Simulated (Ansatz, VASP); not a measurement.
One calculation of WS, two programs

```
W S
1.0
     3.00789    0.00000    0.00000
     0.00000    3.00789    0.00000
     0.00000    0.00000    3.00789
W S
1 1
Direct
  0.50000 0.50000 0.50000
  0.00000 0.00000 0.00000
```

Alike in both runs: functional LDA; k mesh 9 × 9 × 9; occupations fermi-dirac, width 0.05 eV; no spin polarisation; Hubbard terms W d U = 4.0 eV.

|  | VASP | Ansatz |
| --- | --- | --- |
| version | VASP 6.6.1 | Ansatz 0.2.0 |
| potentials or method | VASP PAW LDA potentials, release 64 (W_sv, S) | Ansatz PAW |
| plane-wave cutoff (eV) | 520 | 420 |
| valence electrons in the cell | 20 | 20 |
| task | single point | band structure |

Ansatz gave:

- gap on the k mesh at the Fermi level (eV): none
- pressure (GPa): -10.4

**Question.** Which values does VASP return?

**Answer.** gap on the k mesh at the Fermi level (eV): none; pressure (GPa): -4.9.

LDA's correlation is that of Perdew and Zunger in VASP and of Perdew and Wang (1992) in Ansatz. The programs project onto different local orbitals, so the same U acts differently, and such runs can settle in different states. A gap of «none» marks a metal or a gap that the smearing closes.

Neither program's run includes spin-orbit coupling.
